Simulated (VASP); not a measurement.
# Te2Mo in VASP: settings compared, part 2 of 2

VASP 6.6.1. Earlier steps stand in the parts before.

### Step 3. Single point, LDA

File INCAR:

```
SYSTEM = Te2Mo
ALGO = Normal
DIPOL = 0.5 0.5 0.348
EDIFF = 1E-6
ENCUT = 400
GGA = CA
GGA_COMPAT = .FALSE.
IDIPOL = 3
ISIF = 2
ISMEAR = 0
LASPH = .TRUE.
LCHARG = .FALSE.
LDIPOL = .TRUE.
LREAL = .FALSE.
LWAVE = .FALSE.
NBANDS = 20
NELM = 120
NELMDL = -8
PREC = Accurate
SIGMA = 0.01
```

File KPOINTS:

```
k-points
0
G
  12 12 1
  0 0 0
```

File POSCAR:

```
Te2Mo
1.0
    3.5200000000      0.0000000000      0.0000000000
   -1.7600000000      3.0484094213      0.0000000000
    0.0000000000      0.0000000000     31.0399999993
Te Mo
2 1
Direct
    0.6666666667      0.3333333333      0.2899200695
    0.6666666667      0.3333333333      0.4066005491
    0.3333333333      0.6666666667      0.3482603093
```

Potentials or basis: VASP PAW LDA potentials, release 64 (Te, Mo_sv).

Started as:

```
cat potpaw_LDA.64/Te/POTCAR potpaw_LDA.64/Mo_sv/POTCAR > POTCAR
mpirun -np 1 vasp_std > vasp.out
```

OUTCAR:

```text
SYSTEM = Te2Mo
   EDIFF = 1E-6
   ENCUT = 400
   GGA = CA
   ISIF = 2
   ISMEAR = 0
   LASPH = .TRUE.
   LREAL = .FALSE.
   NELM = 120
   NELMDL = -8
   PREC = Accurate

 ion  position               nearest neighbor table
   1  0.667  0.333  0.290-   3 2.72   3 2.72   3 2.72   2 3.62
   2  0.667  0.333  0.407-   3 2.72   3 2.72   3 2.72   1 3.62
   3  0.333  0.667  0.348-   2 2.72   1 2.72   2 2.72   1 2.72   2 2.72   1 2.72

  LATTYP: Found a hexagonal cell.
 ALAT       =     3.5200000000
 C/A-ratio  =     8.8181818180

  Lattice vectors:

 A1 = (   3.5200000000,   0.0000000000,   0.0000000000)
 A2 = (  -1.7600000000,   3.0484094213,   0.0000000000)
 A3 = (   0.0000000000,   0.0000000000,  31.0399999993)

Analysis of symmetry for initial positions (statically):
=====================================================================
 Subroutine PRICEL returns:
 Original cell was already a primitive cell.

 Routine SETGRP: Setting up the symmetry group for a
 hexagonal supercell.

 Subroutine GETGRP returns: Found 12 space group operations
 (whereof  6 operations were pure point group operations)
[... 170 lines left out ...]
 cond. band min:      -1.0812489674   @ k =   0.3333   0.3333   0.0000
 fundamental gap:      1.1441643955
 Fermi energy:        -2.1148240970

 k-point     1 :       0.0000    0.0000    0.0000
  band No.  band energies     occupation
      1     -62.5218      2.00000
      2     -36.8824      2.00000
      3     -36.7394      2.00000
      4     -36.7394      2.00000
      5     -14.8797      2.00000
      6     -13.9414      2.00000
[... 426 lines left out ...]
     19       2.9023      0.00000
     20       5.0349      0.00000

------------------------ aborting loop because EDIFF is reached ----------------------------------------

 vacuum level on the upper side and lower side of the slab       (xc-potential included)        -0.007        -0.007

  FORCE on cell =-STRESS in cart. coord.  units (eV):
  Direction    XX          YY          ZZ          XY          YZ          ZX
  --------------------------------------------------------------------------------------
  -------------------------------------------------------------------------------------
  Total       -1.7608231     -1.7608231     -1.7198275      0.0000000      0.0000000      0.0000000
  in kB       -8.4701019     -8.4701019     -8.2729004      0.0000000      0.0000000      0.0000000
  external PRESSURE =      -8.4043681 kB  Pullay stress =       0.0000000 kB

 VOLUME and BASIS-vectors are now :
 -----------------------------------------------------------------------------
  energy-cutoff  :      400.00
  volume of cell :      333.07
      direct lattice vectors                 reciprocal lattice vectors
     3.520000000  0.000000000  0.000000000     0.284090909  0.164019963  0.000000000
    -1.760000000  3.048409421  0.000000000     0.000000000  0.328039926  0.000000000
     0.000000000  0.000000000 31.039999999     0.000000000  0.000000000  0.032216495

 POSITION                                       TOTAL-FORCE (eV/Angst)
 -----------------------------------------------------------------------------------
      1.76000      1.01614      8.99912         0.000000     -0.000000      0.450971
      1.76000      1.01614     12.62088         0.000000      0.000000     -0.450971
     -0.00000      2.03227     10.81000        -0.000000      0.000000     -0.000000
 -----------------------------------------------------------------------------------
    total drift:                                0.000000     -0.000000     -0.000038

  FREE ENERGIE OF THE ION-ELECTRON SYSTEM (eV)
  ---------------------------------------------------
  free  energy   TOTEN  =       -20.4394894181 eV

  energy  without entropy=      -20.4394894181  energy(sigma->0) =      -20.43948942

 vacuum level on the upper side and lower side of the slab         2.918         2.918
```

OSZICAR:

```text
N       E                     dE             d eps       ncg     rms          rms(c)
DAV:   1     0.112748549743E+03    0.11275E+03   -0.10956E+04  1064   0.765E+02
DAV:   2    -0.122331665915E+02   -0.12498E+03   -0.12211E+03  1080   0.172E+02
DAV:   3    -0.210101734274E+02   -0.87770E+01   -0.87052E+01  1064   0.407E+01
[... 17 lines left out ...]
DAV:  21    -0.204394700612E+02   -0.37709E-04   -0.16929E-06   768   0.458E-03    0.355E-03
DAV:  22    -0.204394819626E+02   -0.11901E-04   -0.59048E-07   692   0.350E-03    0.117E-03
DAV:  23    -0.204394859360E+02   -0.39734E-05   -0.65160E-08   600   0.108E-03    0.693E-04
DAV:  24    -0.204394888018E+02   -0.28658E-05   -0.56162E-08   636   0.609E-04    0.747E-04
DAV:  25    -0.204394894181E+02   -0.61630E-06   -0.59387E-09   560   0.361E-04
   1 F= -.20439489E+02 E0= -.20439489E+02  d E =-.602475E-57
```

stdout:

```text
POSCAR found type information on POSCAR TeMo
 POSCAR found :  2 types and       3 ions
 scaLAPACK will be used
 LDA part: xc-table for (Slater(with rela. corr.)+CA(PZ))
 , standard interpolation
 POSCAR, INCAR and KPOINTS ok, starting setup
 FFT: planning ... GRIDC
 FFT: planning ... GRID_SOFT
 FFT: planning ... GRID
 WAVECAR not read
 entering main loop
```

It took 5.2 min on 1 thread of Intel Xeon 8259CL, shared host; peak memory 0.3 GiB.

Results:

```yaml
Free_energy: -20.4395 eV
Largest_force: 0.451 eV/Å
Band_gap_on_the_k_mesh: 1.14 eV
```

Forces on the atoms (eV/Å):
```
Te   0.000  0.000  0.451
Te   0.000  0.000 -0.451
Mo   0.000  0.000  0.000
```

Caveat: spin-orbit coupling is left out, which moves the levels of the heavy elements.

### Step 4. Single point, r2SCAN

POSCAR is that of step 3.

File INCAR.step1:

```
  PREC = Accurate
  ENCUT = 440
  ISMEAR = 0
  SIGMA = 0.01
  LREAL = F
  LASPH = T
  NELM = 120
  LDIPOL = T
  IDIPOL = 3
  DIPOL = 0.5 0.5 0.348
  NBANDS = 20
  GGA = PE
  ALGO = Normal
  EDIFF = 1E-5
  LWAVE = T
  LCHARG = F
  GGA_COMPAT = F
  NELMDL = -8
```

File INCAR.step2:

```
  PREC = Accurate
  ENCUT = 440
  EDIFF = 1E-6
  ISMEAR = 0
  SIGMA = 0.01
  LREAL = F
  LASPH = T
  NELM = 120
  ALGO = Normal
  ISIF = 2
  LWAVE = F
  LCHARG = F
  LDIPOL = T
  IDIPOL = 3
  DIPOL = 0.5 0.5 0.348
  METAGGA = R2SCAN
  LMIXTAU = T
  NBANDS = 20
  ISTART = 1
  GGA_COMPAT = F
```

File KPOINTS:

```
Automatic mesh
0
Gamma
  12 12 1
```

Potentials or basis: VASP PAW PBE potentials, release 64 (Te, Mo_sv).

Started as:

```
cat potpaw_PBE.64/Te/POTCAR potpaw_PBE.64/Mo_sv/POTCAR > POTCAR
cp INCAR.step1 INCAR
mpirun -np 1 vasp_std > vasp.out
cp INCAR.step2 INCAR
mpirun -np 1 vasp_std > vasp.out
```

OUTCAR:

```text
PREC = Accurate
   ENCUT = 440
   EDIFF = 1E-6
   ISMEAR = 0
   LREAL = F
   LASPH = T
   NELM = 120
   ISIF = 2
   METAGGA = R2SCAN
   ISTART = 1

 ion  position               nearest neighbor table
   1  0.667  0.333  0.290-   3 2.72   3 2.72   3 2.72   2 3.62
   2  0.667  0.333  0.407-   3 2.72   3 2.72   3 2.72   1 3.62
   3  0.333  0.667  0.348-   2 2.72   1 2.72   2 2.72   1 2.72   2 2.72   1 2.72

  LATTYP: Found a hexagonal cell.
 ALAT       =     3.5200000000
 C/A-ratio  =     8.8181818180

  Lattice vectors:

 A1 = (   3.5200000000,   0.0000000000,   0.0000000000)
[... 629 lines left out ...]
  --------------------------------------------------------------------------------------
  -------------------------------------------------------------------------------------
  Total        0.7629496      0.7629496     -0.2956255     -0.0000000      0.0000000      0.0000000
  in kB        3.6700229      3.6700229     -1.4220497     -0.0000000      0.0000000      0.0000000
  external PRESSURE =       1.9726654 kB  Pullay stress =       0.0000000 kB

 VOLUME and BASIS-vectors are now :
 -----------------------------------------------------------------------------
  energy-cutoff  :      440.00
  volume of cell :      333.07
      direct lattice vectors                 reciprocal lattice vectors
     3.520000000  0.000000000  0.000000000     0.284090909  0.164019963  0.000000000
    -1.760000000  3.048409421  0.000000000     0.000000000  0.328039926  0.000000000
     0.000000000  0.000000000 31.039999999     0.000000000  0.000000000  0.032216495

 POSITION                                       TOTAL-FORCE (eV/Angst)
 -----------------------------------------------------------------------------------
      1.76000      1.01614      8.99912        -0.000000      0.000000      0.070021
      1.76000      1.01614     12.62088        -0.000000     -0.000000     -0.070021
     -0.00000      2.03227     10.81000         0.000000     -0.000000      0.000000
 -----------------------------------------------------------------------------------
    total drift:                                0.000000     -0.000000     -0.000001

  FREE ENERGIE OF THE ION-ELECTRON SYSTEM (eV)
  ---------------------------------------------------
  free  energy   TOTEN  =       -77.7579150160 eV

  energy  without entropy=      -77.7579150160  energy(sigma->0) =      -77.75791502

 vacuum level on the upper side and lower side of the slab         2.911         2.911
```

OSZICAR.step1:

```text
N       E                     dE             d eps       ncg     rms          rms(c)
DAV:   1     0.121682791049E+03    0.12168E+03   -0.11315E+04  1064   0.826E+02
DAV:   2    -0.820145460457E+01   -0.12988E+03   -0.12684E+03  1076   0.178E+02
DAV:   3    -0.184440798930E+02   -0.10243E+02   -0.10146E+02  1080   0.431E+01
[... 15 lines left out ...]
DAV:  19    -0.180152428937E+02   -0.81624E-04   -0.75153E-06   736   0.914E-03    0.383E-03
DAV:  20    -0.180153167902E+02   -0.73896E-04   -0.38117E-06   712   0.572E-03    0.229E-03
DAV:  21    -0.180153397076E+02   -0.22917E-04   -0.36732E-07   608   0.200E-03    0.737E-04
DAV:  22    -0.180153544815E+02   -0.14774E-04   -0.45752E-07   620   0.153E-03    0.705E-04
DAV:  23    -0.180153601241E+02   -0.56425E-05   -0.11229E-07   540   0.963E-04
   1 F= -.18015360E+02 E0= -.18015360E+02  d E =-.101617E-62
```

It took 25 min on 1 thread of Intel Xeon 8259CL, shared host; peak memory 0.45 GiB.

Results:

* Free energy: -77.7579 eV
* Largest force: 0.070 eV/Å
* Band gap on the k mesh: 1.23 eV

Forces on the atoms (eV/Å):
```
Te   0.000  0.000  0.070
Te   0.000  0.000 -0.070
Mo   0.000  0.000  0.000
```

Levels at points of the mesh, in eV from the valence-band top:
```
           k point  band 11  band 12  band 13  band 14  band 15  band 16
(0.00, 0.00, 0.00)    -0.94    -0.94    -0.55     3.28     3.28     3.57
(0.50, 0.00, 0.00)    -1.83    -0.81    -0.36     1.55     1.90     3.54
```

Caveat: the PAW data sets were made with another functional, which shifts forces and pressure a little; spin-orbit coupling is left out, which moves the levels of the heavy elements.

### Step 5. Summary

```csv
level,potentials or basis,cutoff (eV),smearing,gap on the mesh (eV),largest force (eV/Å)
PBE+D3(BJ),"VASP PAW PBE potentials, release 64 (Te, Mo_sv)",400,gaussian 0.02 eV,1.15,0.01
LDA,"VASP PAW LDA potentials, release 64 (Te, Mo_sv)",400,gaussian 0.01 eV,1.14,0.45
r2SCAN,"VASP PAW PBE potentials, release 64 (Te, Mo_sv)",440,gaussian 0.01 eV,1.23,0.07
```

Alike in all rows: task single point; no spin polarisation; cell as given; k mesh 12 × 12 × 1.

Caveats: spin-orbit coupling is left out, which moves the levels of the heavy elements; the PAW data sets were made with another functional, which shifts forces and pressure a little (at least some runs).

Total energies depend on the potentials used, so only differences within one code and one set of settings carry meaning.
